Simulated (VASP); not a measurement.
# Ir (Fm-3m) in VASP: a series of runs

The runs below take Ir through single point, with PBE0, LDA, PBEsol, HSE06.

Program: VASP 6.6.1. These are calculated values, not measurements. Logs are shortened: lines on timing, memory, paths and dates and some standing lists are left out, and cuts for length are marked.

**1. The cell of the first run**

It takes space group Fm-3m (No. 225, cubic). The conventional cell has a = 3.882 Å, b = 3.882 Å, c = 3.882 Å, α = 90.00°, β = 90.00°, γ = 90.00°. Within 3.6 Å of Ir (site symmetry m-3m) lie 12 Ir at 2.74 Å.

**2. Single point, PBE0**

POSCAR reads:

```
Ir
1.0
    0.0000000000      1.9408081540      1.9408081540
    1.9408081540      0.0000000000      1.9408081540
    1.9408081540      1.9408081540      0.0000000000
Ir
1
Direct
    0.0000000000      0.0000000000      0.0000000000
```

INCAR.step1 reads:

```
SYSTEM = Ir
  PREC = Accurate
  ENCUT = 520
  EDIFF = 1E-5
  ISMEAR = -1
  SIGMA = 0.05
  LREAL = .FALSE.
  LASPH = .TRUE.
  NELM = 60
  ALGO = Normal
  ISIF = 2
  LWAVE = .TRUE.
  NBANDS = 10
  GGA = PE
```

INCAR.step2 reads:

```
SYSTEM = Ir
  PREC = Accurate
  ENCUT = 520
  EDIFF = 1E-6
  ISMEAR = -1
  SIGMA = 0.05
  LREAL = .FALSE.
  LASPH = .TRUE.
  NELM = 60
  ALGO = Normal
  ISIF = 2
  LWAVE = .FALSE.
  LCHARG = .TRUE.
  GGA = PE
  LHFCALC = .TRUE.
  AEXX = 0.25
  PRECFOCK = Normal
  LELF = .TRUE.
  LVHAR = .TRUE.
  NBANDS = 10
  ISTART = 1
```

KPOINTS reads:

```
regular mesh
0
G
  8 8 8
  0 0 0
```

Potentials or basis: VASP PAW PBE potentials, release 64 (Ir).

Started as:

```
$ cat potpaw_PBE.64/Ir/POTCAR > POTCAR
$ cp INCAR.step1 INCAR
$ mpirun -np 1 vasp_std > vasp.out
$ cp INCAR.step2 INCAR
$ mpirun -np 1 vasp_std > vasp.out
```

OUTCAR:

```text
SYSTEM = Ir
   PREC = Accurate
   ENCUT = 520
   EDIFF = 1E-6
   ISMEAR = -1
   LREAL = .FALSE.
   LASPH = .TRUE.
   NELM = 60
   ISIF = 2
   GGA = PE
   LHFCALC = .TRUE.
   AEXX = 0.25
   PRECFOCK = Normal
   ISTART = 1

 ion  position               nearest neighbor table
   1  0.000  0.000  0.000-

  LATTYP: Found a face centered cubic cell.
 ALAT       =     3.8816163080

  Lattice vectors:

 A1 = (   0.0000000000,   1.9408081540,   1.9408081540)
 A2 = (   1.9408081540,   0.0000000000,   1.9408081540)
 A3 = (   1.9408081540,   1.9408081540,   0.0000000000)

Analysis of symmetry for initial positions (statically):
=====================================================================
 Subroutine PRICEL returns:
 Original cell was already a primitive cell.

 Routine SETGRP: Setting up the symmetry group for a
 face centered cubic supercell.

 Subroutine GETGRP returns: Found 48 space group operations
 (whereof 48 operations were pure point group operations)
 out of a pool of 48 trial point group operations.

The static configuration has the point symmetry O_h .

Analysis of symmetry for dynamics (positions and initial velocities):
=====================================================================
 Subroutine PRICEL returns:
 Original cell was already a primitive cell.

 Routine SETGRP: Setting up the symmetry group for a
 face centered cubic supercell.

 Subroutine GETGRP returns: Found 48 space group operations
 (whereof 48 operations were pure point group operations)
 out of a pool of 48 trial point group operations.

The dynamic configuration has the point symmetry O_h .

 Subroutine INISYM returns: Found 48 space group operations
 (whereof 48 operations are pure point group operations),
 and found     1 'primitive' translations

----------------------------------------------------------------------------------------

                                     Primitive cell

  volume of cell :      14.6210

  direct lattice vectors                    reciprocal lattice vectors
     0.000000000  1.940808154  1.940808154    -0.257624639  0.257624639  0.257624639
     1.940808154  0.000000000  1.940808154     0.257624639 -0.257624639  0.257624639
     1.940808154  1.940808154  0.000000000     0.257624639  0.257624639 -0.257624639

  length of vectors
     2.744717213  2.744717213  2.744717213     0.446218964  0.446218964  0.446218964

  position of ions in fractional coordinates (direct lattice)
     0.000000000  0.000000000  0.000000000

  ion indices of the primitive-cell ions
   primitive index   ion index
                 1           1

----------------------------------------------------------------------------------------

 KPOINTS: regular mesh

Automatic generation of k-mesh.
 Grid dimensions read from file:
 generate k-points for:    8    8    8

 Generating k-lattice:

  Cartesian coordinates                     Fractional coordinates (reciprocal lattice)
    -0.032203080  0.032203080  0.032203080     0.125000000  0.000000000  0.000000000
     0.032203080 -0.032203080  0.032203080     0.000000000  0.125000000  0.000000000
     0.032203080  0.032203080 -0.032203080     0.000000000  0.000000000  0.125000000

  Length of vectors
     0.055777370  0.055777370  0.055777370

  Shift w.r.t. Gamma in fractional coordinates (k-lattice)
     0.000000000  0.000000000  0.000000000

 Subroutine IBZKPT returns following result:
 ===========================================

 Found     29 irreducible k-points:

 Following reciprocal coordinates:
            Coordinates               Weight
  0.000000  0.000000  0.000000      1.000000
  0.125000  0.000000  0.000000      8.000000
  0.250000  0.000000  0.000000      8.000000
  0.375000  0.000000  0.000000      8.000000
  0.500000  0.000000  0.000000      4.000000
  0.125000  0.125000  0.000000      6.000000
[... 16 lines left out ...]
  0.500000  0.250000  0.125000     48.000000
 -0.375000  0.250000  0.125000     24.000000
 [... further k-points ...]
   k-points           NKPTS =     29   k-points in BZ     NKDIM =    512   number of bands    NBANDS=     10
   number of dos      NEDOS =    301   number of ions     NIONS =      1
   total plane-waves  NPLWV =   8000
   dimension x,y,z NGX =    20 NGY =   20 NGZ =   20
   dimension x,y,z NGXF=    40 NGYF=   40 NGZF=   40
   ions per type =               1
   NGX,Y,Z   is equivalent  to a cutoff of  12.11, 12.11, 12.11 a.u.
   NGXF,Y,Z  is equivalent  to a cutoff of  24.23, 24.23, 24.23 a.u.
 SYSTEM =  Ir
   PREC   = accura    normal or accurate (medium, high low for compatibility)
   ISTART =      1    job   : 0-new  1-cont  2-samecut
   ICHARG =      0    charge: 1-file 2-atom 10-const
   ISPIN  =      1    spin polarized calculation?
   LNONCOLLINEAR =      F non collinear calculations
   LSORBIT =      F    spin-orbit coupling
   LASPH  =      T    aspherical Exc in radial PAW
   ENCUT  =  520.0 eV  38.22 Ry    6.18 a.u.   5.10  5.10  5.10*2*pi/ulx,y,z
   NELM   =     60;   NELMIN=  2; NELMDL=  0     # of ELM steps
   EDIFF  = 0.1E-05   stopping-criterion for ELM
   LREAL  =      F    real-space projection
   EDIFFG = 0.1E-04   stopping-criterion for IOM
   NSW    =      0    number of steps for IOM
   IBRION =     -1    ionic relax: 0-MD 1-quasi-New 2-CG
   NFREE  =      0    steps in history (QN), initial steepest desc. (CG)
   ISIF   =      2    stress and relaxation
   ISYM   =      3    0-nonsym 1-usesym 2-fastsym
   POTIM  = 0.5000    time-step for ionic-motion
   TEBEG  =    0.0;   TEEND  =   0.0 temperature during run
   PSTRESS=    0.0 pullay stress
   NELECT =       9.0000    total number of electrons
   NUPDOWN=      -1.0000    fix difference up-down
   EMIN   =  10.00;   EMAX   =-10.00  energy-range for DOS
   EFERMI =   0.00;   METHOD = LEGACY
   ISMEAR =    -1;   SIGMA  =   0.05  broadening in eV -4-tet -1-fermi 0-gaus
   EFERMI_NEDOS =   21; number of points for ismear=-14 and -15
   IALGO  =     38    algorithm
   IMIX   =      1    mixing-type and parameters
     AMIX     =   0.40;   BMIX     =  1.00
     AMIX_MAG =   1.60;   BMIX_MAG =  1.00
  volume/ion in A,a.u.               =      14.62        98.67
  Fermi-wavevector in a.u.,A,eV,Ry     =   1.392611  2.631653 26.386657  1.939365
  Thomas-Fermi vector in A             =   2.516337
   LORBIT       =      0    0 simple, 1 ext, 2 COOP (PROOUT), +10 PAW based schemes
   GGA     = PE    functional components
   LHFCALC =     T    Hartree Fock is set to
   PRECFOCK=normal    Normal, Fast or Accurate (Low or Medium for compatibility)
   ENCUT4O =  -1.0   cutoff for four orbital integrals eV
   NKREDX  =     1    reduce k-point grid by
   NKREDY  =     1    reduce k-point grid by
   NKREDZ  =     1    reduce k-point grid by
   AEXX    =    0.2500 exact exchange contribution
   HFSCREEN=    0.0000 screening length (either q_TF or 0.3 A-1)
   HFSCREENC=   0.0000 screening length for correlation (either q_TF or 0.3 A-1)
   ENCUTFOCK=  -1.0 apply spherical cutoff to Coloumb kernel
   IVDW    =     0    specifies the selected vdW correction
   LEPSILON=     F    determine dielectric tensor
   LRPA    =     F    only Hartree local field effects (RPA)
 non-spin polarized calculation
  energy-cutoff  :      520.00
  volume of cell :       14.62
 maximum number of plane-waves:       411
  NGX = 16; NGY = 16; NGZ = 16

 number of electron       9.0000000 magnetization

 Free energy of the ion-electron system (eV)
  ---------------------------------------------------
  ext. energy  EPLUGINS =         0.00000000
  ---------------------------------------------------
  free energy    TOTEN  =       -10.89707664 eV

  energy without entropy =      -10.89685444  energy(sigma->0) =      -10.89696554

 E-fermi :   9.5918     XC(G=0): -10.8005

 val. band max:        9.2946298697   @ k =  -0.3750   0.1250   0.0000
 cond. band min:       9.9062067435   @ k =   0.3750   0.1250   0.0000
 fundamental gap:      0.6115768738
 Fermi energy:         9.5917751465

 k-point     1 :       0.0000    0.0000    0.0000
  band No.  band energies     occupation
      1      -2.7958      2.00000
      2       4.8119      2.00000
      3       4.8119      2.00000
      4       4.8119      2.00000
      5       7.2711      2.00000
      6       7.2711      2.00000
      7      25.3462      0.00000
      8      31.0419      0.00000
      9      31.0419      0.00000
     10      31.0419      0.00000

 k-point     2 :       0.1250    0.0000    0.0000
  band No.  band energies     occupation
      1      -2.0712      2.00000
      2       4.4989      2.00000
      3       5.1056      2.00000
      4       5.1056      2.00000
      5       7.1756      2.00000
      6       7.1756      2.00000
      7      26.4488      0.00000
      8      28.3722      0.00000
      9      32.1382      0.00000
     10      32.1382      0.00000

 k-point     3 :       0.2500    0.0000    0.0000
  band No.  band energies     occupation
      1      -0.4301      2.00000
      2       4.3912      2.00000
      3       5.1865      2.00000
      4       5.1865      2.00000
      5       7.8717      2.00000
      6       7.8717      2.00000
      7      24.7219      0.00000
      8      27.7293      0.00000
      9      34.7478      0.00000
     10      34.7478      0.00000

 k-point     4 :       0.3750    0.0000    0.0000
  band No.  band energies     occupation
      1       0.3737      2.00000
      2       4.7365      2.00000
      3       4.7365      2.00000
      4       6.3353      2.00000
      5       9.9515      0.00150
      6       9.9515      0.00150
      7      20.6610      0.00000
      8      25.7911      0.00000
      9      32.5034      0.00000
     10      32.5034      0.00000

 k-point     5 :       0.5000    0.0000    0.0000
  band No.  band energies     occupation
      1       0.3912      2.00000
      2       4.5176      2.00000
      3       4.5176      2.00000
      4       8.3934      2.00000
      5      10.8015      0.00000
      6      10.8015      0.00000
      7      17.9238      0.00000
      8      24.8770      0.00000
      9      30.8350      0.00000
     10      30.8350      0.00000

 k-point     6 :       0.1250    0.1250    0.0000
  band No.  band energies     occupation
      1      -1.8243      2.00000
      2       4.1291      2.00000
      3       5.4164      2.00000
      4       5.4164      2.00000
      5       6.5413      2.00000
      6       7.5935      2.00000
      7      26.8905      0.00000
      8      29.3607      0.00000
      9      31.2036      0.00000
     10      31.2036      0.00000
[... 183 lines left out ...]
 k-point    21 :       0.5000    0.5000    0.0000
  band No.  band energies     occupation
      1       0.4253      2.00000
      2       1.1690      2.00000
      3      10.0555      0.00019
      4      11.5463      0.00000
      5      11.6229      0.00000
      6      11.6229      0.00000
      7      21.1990      0.00000
      8      22.4850      0.00000
      9      22.4850      0.00000
     10      32.1233      0.00000

 k-point    22 :       0.3750    0.2500    0.1250
  band No.  band energies     occupation
      1       1.0452      2.00000
      2       3.1045      2.00000
      3       4.5845      2.00000
      4       6.8718      2.00000
      5       7.2017      2.00000
      6      10.5866      0.00000
      7      25.1883      0.00000
      8      27.8362      0.00000
      9      29.5541      0.00000
     10      31.7121      0.00000

 k-point    23 :       0.5000    0.2500    0.1250
  band No.  band energies     occupation
      1       1.9319      2.00000
      2       3.5280      2.00000
      3       4.1038      2.00000
      4       6.4116      2.00000
      5       9.1277      1.99981
      6      13.0822      0.00000
      7      20.9776      0.00000
      8      26.2966      0.00000
      9      27.7249      0.00000
     10      32.4749      0.00000

 k-point    24 :      -0.3750    0.2500    0.1250
  band No.  band energies     occupation
      1       1.9629      2.00000
      2       3.2201      2.00000
      3       5.2089      2.00000
      4       6.0386      2.00000
      5      10.4987      0.00000
      6      15.4895      0.00000
      7      17.3373      0.00000
      8      26.5852      0.00000
      9      26.7182      0.00000
     10      30.8553      0.00000

 [... further k-points ...]

------------------------ aborting loop because EDIFF is reached ----------------------------------------

  FORCE on cell =-STRESS in cart. coord.  units (eV):
  Direction    XX          YY          ZZ          XY          YZ          ZX
  --------------------------------------------------------------------------------------
  -------------------------------------------------------------------------------------
  Total       -1.1091386     -1.1091386     -1.1091386      0.0000000      0.0000000     -0.0000000
  in kB     -121.5398183   -121.5398183   -121.5398183      0.0000000      0.0000000     -0.0000000
  external PRESSURE =    -121.5398183 kB  Pullay stress =       0.0000000 kB

 VOLUME and BASIS-vectors are now :
 -----------------------------------------------------------------------------
  energy-cutoff  :      520.00
  volume of cell :       14.62
      direct lattice vectors                 reciprocal lattice vectors
     0.000000000  1.940808154  1.940808154    -0.257624639  0.257624639  0.257624639
     1.940808154  0.000000000  1.940808154     0.257624639 -0.257624639  0.257624639
     1.940808154  1.940808154  0.000000000     0.257624639  0.257624639 -0.257624639

 POSITION                                       TOTAL-FORCE (eV/Angst)
 -----------------------------------------------------------------------------------
      0.00000      0.00000      0.00000         0.000000      0.000000      0.000000
 -----------------------------------------------------------------------------------
    total drift:                               -0.000000     -0.000000     -0.000000

  FREE ENERGIE OF THE ION-ELECTRON SYSTEM (eV)
  ---------------------------------------------------
  free  energy   TOTEN  =       -10.8970766421 eV

  energy  without entropy=      -10.8968544384  energy(sigma->0) =      -10.89696554
```

It took 29 min on 1 thread of Intel Xeon Platinum 8375C at 2.90GHz (Ice Lake), shared host; peak memory 0.15 GiB.

Results:

- Free energy: -10.8971 eV
- Pressure: -12.2 GPa
- Band gap on the k mesh: zero (an odd number of electrons rules out a gap without spin polarisation)

Caveat: the cell stands under tension; the PAW data sets were made with another functional, which shifts forces and pressure a little; spin-orbit coupling is left out, which moves the levels of the heavy elements.

**3. Single point, LDA**

This run uses another cell than the first one, of 13.22 Å³/atom.

INCAR reads:

```
SYSTEM = Ir
PREC = Accurate
ENCUT = 500
EDIFF = 1E-6
ISMEAR = -1
SIGMA = 0.05
LREAL = .False.
LASPH = .True.
NELM = 120
ALGO = Normal
ISIF = 2
LWAVE = .False.
LCHARG = .False.
GGA = CA
NBANDS = 14
GGA_COMPAT = .False.
```

KPOINTS reads:

```
regular mesh
0
Gamma
  12 12 12
  0 0 0
```

POSCAR reads:

```
Ir
1.0
    0.0000000000      1.8764951499      1.8764951499
    1.8764951499      0.0000000000      1.8764951499
    1.8764951499      1.8764951499      0.0000000000
Ir
1
Direct
    0.0000000000      0.0000000000      0.0000000000
```

Potentials or basis: VASP PAW LDA potentials, release 64 (Ir_sv_GW).

Started as:

```
$ cat potpaw_LDA.64/Ir_sv_GW/POTCAR > POTCAR
$ mpirun -np 1 vasp_std > vasp.out
```

Run time: 6.7 s. Hardware: 1 thread of Intel Xeon 6975P-C (Granite Rapids), shared host; peak memory 0.13 GiB.

The run converged. Its results:

| Property | Result |
| --- | --- |
| Free energy | -10.8792 eV |
| Pressure | 18.8 GPa |
| Band gap on the k mesh | zero (an odd number of electrons rules out a gap without spin polarisation) |

Levels at points of the mesh, in eV from the Fermi level:
| k point | band 5 | band 6 | band 7 | band 8 | band 9 | band 10 | band 11 | band 12 |
| --- | --- | --- | --- | --- | --- | --- | --- | --- |
| (0.00, 0.00, 0.00) | -11.86 | -4.38 | -4.38 | -4.38 | -1.36 | -1.36 | 13.37 | 19.23 |
| (0.50, 0.00, 0.00) | -8.89 | -4.50 | -4.50 | -0.90 | 0.99 | 0.99 | 7.99 | 13.06 |
| (0.50, 0.50, 0.00) | -8.78 | -8.18 | 0.97 | 1.63 | 1.63 | 1.72 | 11.50 | 11.75 |

Caveat: the cell stands under pressure; spin-orbit coupling is left out, which moves the levels of the heavy elements.

**4. Single point, PBEsol**

This run uses another cell than the first one, of 14.06 Å³/atom.

INCAR reads:

```
PREC     = Accurate       # precision mode
ENCUT    = 500            # plane-wave cutoff, eV
EDIFF    = 1E-6           # SCF threshold, eV
ISMEAR   = -1             # smearing method
SIGMA    = 0.05           # smearing width, eV
LREAL    = F              # projectors in reciprocal space
LASPH    = T              # aspherical terms in the spheres
NELM     = 120            # most SCF steps
ALGO     = Normal         # electronic algorithm
ISIF     = 2              # what is computed and relaxed
LWAVE    = F              # write WAVECAR
LCHARG   = F              # write CHGCAR
GGA      = PS             # functional
NBANDS   = 14             # bands
GGA_COMPAT= F
```

KPOINTS reads:

```
regular mesh
0
Gamma
  12 12 12
```

POSCAR reads:

```
Ir
1.0
    0.0000000000      1.9156000000      1.9156000000
    1.9156000000      0.0000000000      1.9156000000
    1.9156000000      1.9156000000      0.0000000000
Ir
1
Direct
    0.0000000000      0.0000000000      0.0000000000
```

Potentials or basis: VASP PAW PBE potentials, release 64 (Ir_sv_GW).

Started as:

```
$ cat potpaw_PBE.64/Ir_sv_GW/POTCAR > POTCAR
$ mpirun -np 1 vasp_std > vasp.out
```

Wall time 16 s (1 thread of AMD EPYC 7R43 (Zen 3), shared host); peak memory 0.1 GiB.

It converged, with:

| Property | Result |
| --- | --- |
| Free energy | -10.4163 eV |
| Pressure | -4.0 GPa |
| Band gap on the k mesh | zero (an odd number of electrons rules out a gap without spin polarisation) |

Levels at points of the mesh, in eV from the Fermi level:
| k point | band 5 | band 6 | band 7 | band 8 | band 9 | band 10 | band 11 | band 12 |
| --- | --- | --- | --- | --- | --- | --- | --- | --- |
| (0.00, 0.00, 0.00) | -11.27 | -3.97 | -3.97 | -3.97 | -1.23 | -1.23 | 13.54 | 19.07 |
| (0.50, 0.00, 0.00) | -8.23 | -4.07 | -4.07 | -0.85 | 0.89 | 0.89 | 7.28 | 13.19 |
| (0.50, 0.50, 0.00) | -8.04 | -7.46 | 0.86 | 1.47 | 1.47 | 1.61 | 10.54 | 11.44 |

Caveat: the cell stands under tension; the PAW data sets were made with another functional, which shifts forces and pressure a little; spin-orbit coupling is left out, which moves the levels of the heavy elements.

(Part 1 of 2 ends here.)
